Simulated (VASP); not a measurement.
WSe2: single point with PBE+D3(BJ)

The system is WSe2.

```
CELL_PARAMETERS angstrom
3.43477 0.00000 0.00000
-1.71738 2.97460 0.00000
0.00000 0.00000 6.38455
ATOMIC_POSITIONS crystal
W 0.00000 0.00000 0.00000
Se 0.33333 0.66667 0.20487
Se 0.33333 0.66667 0.79513
```

This cell differs from its parent crystal: c/a of the conventional cell at fixed volume 1.8588.

- Program: VASP 6.6.1
- Task: single point
- Functional: PBE
- Dispersion: D3(BJ)
- Potentials or basis: VASP PAW PBE potentials, release 64 (W_sv, Se)
- Cutoff: 520 eV
- k mesh: 9 × 9 × 4
- Occupations: gaussian, width 0.05 eV
- Spin: no spin polarisation
- Dipole correction: no
- Further INCAR settings: ALGO = Normal; EDIFF = 1e-06; NBANDS = 20

```yaml
Pressure: 27.8 GPa
Largest_force: 7.689 eV/Å
Band_gap_on_the_k_mesh: zero (band 13 reaches 6.78 eV, above the bottom of band 14 at 5.14 eV)
Dispersion_energy_per_atom: -0.431 eV
```

Forces in eV/Å, atoms in the order of the input:
```
W    0.000  0.000  0.000
Se   0.000  0.000  7.689
Se   0.000  0.000 -7.689
```

Stress tensor (GPa, compression positive):
```
18.10  0.00  0.00
 0.00 18.10  0.00
 0.00  0.00 47.06
```

Levels at points of the mesh, in eV from the Fermi level:
| k point | band 10 | band 11 | band 12 | band 13 | band 14 | band 15 | band 16 | band 17 |
| --- | --- | --- | --- | --- | --- | --- | --- | --- |
| (0.00, 0.00, 0.00) | -3.21 | -3.21 | 0.03 | 0.14 | 2.29 | 2.29 | 3.00 | 3.31 |
| (0.00, 0.00, 0.50) | -3.23 | -3.23 | -1.89 | 0.99 | 2.21 | 2.21 | 3.15 | 3.44 |

Run time: 21 s on 1 thread of Intel(R) Xeon(R) 6975P-C (Granite Rapids), on a shared host, peak memory 0.22 GiB.

Caveat: spin-orbit coupling is left out, which moves the levels of the heavy elements; forces of over 1 eV/Å act on the atoms, so gaps and moduli don't describe the material at rest.
